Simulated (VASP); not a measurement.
# Si (Fd-3m) in VASP: single point with LDA

Aim: the single point of Si with LDA.

All numbers are computed with VASP 6.6.1; they aren't measurements. Logs are shortened: lines on timing, memory, paths and dates and some standing lists are left out, and cuts for length are marked.

## Step 1: The cell of the first run

It takes space group Fd-3m (No. 227, cubic). The conventional cell has a = 5.431 Å, b = 5.431 Å, c = 5.431 Å, α = 90.00°, β = 90.00°, γ = 90.00°. Si (site symmetry -43m) has 4 Si at 2.35 Å within 3.1 Å.

## Step 2: Single point, LDA

File INCAR:

```
SYSTEM = Si
ALGO = Normal ; EDIFF = 1E-7
ENCUT = 520 ; GGA = CA
ISIF = 2 ; ISMEAR = 0
LASPH = .True. ; LCHARG = .False.
LREAL = .False. ; LWAVE = .False.
NBANDS = 21 ; NELM = 80
PREC = Accurate ; SIGMA = 0.05
```

File KPOINTS:

```
k-points
0
Gamma
  8 8 3
  0 0 0
```

File POSCAR:

```
Si
1.0
    2.7154700000     -2.7154700000      0.0000000000
    2.7154700000      0.0000000000     -2.7154700000
    5.4309400000      5.4309400000      5.4309400000
Si
6
Direct
    0.6666666667      0.6666666667      0.8333333333
    1.0000000000      0.0000000000      0.5000000000
    0.3333333333      0.3333333333      0.1666666667
    0.6666666667      0.6666666667      0.0833333333
    1.0000000000      1.0000000000      0.7500000000
    0.3333333333      0.3333333333      0.4166666667
```

Potentials or basis: VASP PAW LDA potentials, release 64 (Si).

The run is started by

```bash
> cat potpaw_LDA.64/Si/POTCAR > POTCAR
> mpirun -np 1 vasp_std > vasp.out
```

OUTCAR:

```text
SYSTEM = Si
   EDIFF = 1E-7
   ENCUT = 520
   GGA = CA
   ISIF = 2
   ISMEAR = 0
   LASPH = .True.
   LREAL = .False.
   NELM = 80
   PREC = Accurate

 ion  position               nearest neighbor table
   1  0.667  0.667  0.833-   5 2.35   4 2.35   5 2.35   5 2.35
   2  0.000  0.000  0.500-   6 2.35   5 2.35   6 2.35   6 2.35
   3  0.333  0.333  0.167-   6 2.35   4 2.35   4 2.35   4 2.35
   4  0.667  0.667  0.083-   3 2.35   3 2.35   1 2.35   3 2.35
   5  0.000  0.000  0.750-   1 2.35   1 2.35   1 2.35   2 2.35
   6  0.333  0.333  0.417-   2 2.35   2 2.35   2 2.35   3 2.35

  LATTYP: Found a hexagonal cell.
 ALAT       =     3.8402545022
 C/A-ratio  =     2.4494897428

  Lattice vectors:

 A1 = (  -2.7154700000,   0.0000000000,   2.7154700000)
 A2 = (   2.7154700000,  -2.7154700000,   0.0000000000)
 A3 = (   5.4309400000,   5.4309400000,   5.4309400000)

Analysis of symmetry for initial positions (statically):
=====================================================================
 Subroutine PRICEL returns following result:

  LATTYP: Found a face centered cubic cell.
 ALAT       =     5.4309399997

  Lattice vectors:

 A1 = (  -2.7154700000,  -2.7154699997,   0.0000000003)
 A2 = (   0.0000000000,  -2.7154699992,   2.7154700008)
 A3 = (  -2.7154700000,   0.0000000000,   2.7154700000)

   3 primitive cells build up your supercell.

 Routine SETGRP: Setting up the symmetry group for a
 hexagonal supercell.

 Subroutine GETGRP returns: Found 12 space group operations
 (whereof  6 operations were pure point group operations)
 out of a pool of 24 trial point group operations.

The static configuration has the point symmetry C_3v.
 The point group associated with its full space group is D_3d.

Analysis of symmetry for dynamics (positions and initial velocities):
=====================================================================
 Subroutine PRICEL returns following result:

  LATTYP: Found a face centered cubic cell.
 ALAT       =     5.4309399997

  Lattice vectors:

 A1 = (  -2.7154700000,  -2.7154699997,   0.0000000003)
 A2 = (   0.0000000000,  -2.7154699992,   2.7154700008)
 A3 = (  -2.7154700000,   0.0000000000,   2.7154700000)

   3 primitive cells build up your supercell.

 Routine SETGRP: Setting up the symmetry group for a
[... 105 lines left out ...]
   NELM   =     80;   NELMIN=  2; NELMDL= -5     # of ELM steps
   EDIFF  = 0.1E-06   stopping-criterion for ELM
   LREAL  =      F    real-space projection
   EDIFFG = 0.1E-05   stopping-criterion for IOM
   NSW    =      0    number of steps for IOM
   IBRION =     -1    ionic relax: 0-MD 1-quasi-New 2-CG
   NFREE  =      0    steps in history (QN), initial steepest desc. (CG)
   ISIF   =      2    stress and relaxation
   ISYM   =      2    0-nonsym 1-usesym 2-fastsym
   POTIM  = 0.5000    time-step for ionic-motion
   TEBEG  =    0.0;   TEEND  =   0.0 temperature during run
   PSTRESS=    0.0 pullay stress
   NELECT =      24.0000    total number of electrons
   NUPDOWN=      -1.0000    fix difference up-down
   EMIN   =  10.00;   EMAX   =-10.00  energy-range for DOS
   EFERMI =   0.00;   METHOD = LEGACY
   ISMEAR =     0;   SIGMA  =   0.05  broadening in eV -4-tet -1-fermi 0-gaus
   EFERMI_NEDOS =   21; number of points for ismear=-14 and -15
   IALGO  =     38    algorithm
   IMIX   =      4    mixing-type and parameters
     AMIX     =   0.40;   BMIX     =  1.00
     AMIX_MAG =   1.60;   BMIX_MAG =  1.00
  volume/ion in A,a.u.               =      20.02       135.12
  Fermi-wavevector in a.u.,A,eV,Ry     =   0.957010  1.808487 12.461143  0.915868
  Thomas-Fermi vector in A             =   2.085990
   LORBIT       =      0    0 simple, 1 ext, 2 COOP (PROOUT), +10 PAW based schemes
   GGA     = CA    functional components
   LHFCALC =     F    Hartree Fock is set to
   AEXX    =    0.0000 exact exchange contribution
   IVDW    =     0    specifies the selected vdW correction
   LEPSILON=     F    determine dielectric tensor
   LRPA    =     F    only Hartree local field effects (RPA)
 non-spin polarized calculation
 Gauss-broadening in eV      SIGMA  =   0.05
  energy-cutoff  :      520.00
  volume of cell :      120.14
 maximum number of plane-waves:      3253
 NGX is ok and might be reduce to    30
   NGX = 15   NGY = 15   NGZ = 35

 number of electron      24.0000002 magnetization

 Free energy of the ion-electron system (eV)
  ---------------------------------------------------
  ext. energy  EPLUGINS =         0.00000000
  ---------------------------------------------------
  free energy    TOTEN  =       -35.74486374 eV

  energy without entropy =      -35.74486374  energy(sigma->0) =      -35.74486374

 E-fermi :   6.0216     XC(G=0):  -9.6050

 val. band max:        5.7691137017   @ k =   0.0000   0.0000   0.0000
 cond. band min:       6.3565030207   @ k =   0.3750   0.0000   0.3333
 fundamental gap:      0.5873893190
 Fermi energy:         6.0215737423

 k-point     1 :       0.0000    0.0000    0.0000
  band No.  band energies     occupation
      1      -6.1874      2.00000
      2      -4.8093      2.00000
      3      -4.8093      2.00000
      4       0.4191      2.00000
      5       0.4191      2.00000
      6       4.7709      2.00000
[... 565 lines left out ...]
     20      10.7852      0.00000
     21      10.9700      0.00000

 [... further k-points ...]

------------------------ aborting loop because EDIFF is reached ----------------------------------------

  FORCE on cell =-STRESS in cart. coord.  units (eV):
  Direction    XX          YY          ZZ          XY          YZ          ZX
  --------------------------------------------------------------------------------------
  -------------------------------------------------------------------------------------
  Total       -1.0903424     -1.0903424     -1.0903424     -0.0165398     -0.0165398     -0.0165398
  in kB      -14.5407630    -14.5407630    -14.5407630     -0.2205742     -0.2205742     -0.2205742
  external PRESSURE =     -14.5407630 kB  Pullay stress =       0.0000000 kB

 VOLUME and BASIS-vectors are now :
 -----------------------------------------------------------------------------
  energy-cutoff  :      520.00
  volume of cell :      120.14
      direct lattice vectors                 reciprocal lattice vectors
     2.715470000 -2.715470000  0.000000000     0.122753458 -0.245506917  0.122753458
     2.715470000  0.000000000 -2.715470000     0.122753458  0.122753458 -0.245506917
     5.430940000  5.430940000  5.430940000     0.061376729  0.061376729  0.061376729

 POSITION                                       TOTAL-FORCE (eV/Angst)
 -----------------------------------------------------------------------------------
      8.14641      2.71547      2.71547        -0.000901     -0.000901     -0.000901
      2.71547      2.71547      2.71547        -0.000901     -0.000901     -0.000901
      2.71547      0.00000      0.00000        -0.000901     -0.000901     -0.000901
      4.07320     -1.35774     -1.35774         0.000901      0.000901      0.000901
      4.07320      4.07320      4.07320         0.000901      0.000901      0.000901
      4.07320      1.35774      1.35774         0.000901      0.000901      0.000901
 -----------------------------------------------------------------------------------
    total drift:                                0.000000      0.000000      0.000000

  FREE ENERGIE OF THE ION-ELECTRON SYSTEM (eV)
  ---------------------------------------------------
  free  energy   TOTEN  =       -35.7448637449 eV

  energy  without entropy=      -35.7448637449  energy(sigma->0) =      -35.74486374
```

Run time: 42 s. Hardware: 1 thread of AMD EPYC 7R13 (Zen 3), shared host; peak memory 0.17 GiB.

What came out:

- Free energy: -35.7449 eV
- Pressure: -1.5 GPa
- Band gap on the k mesh: 0.59 eV
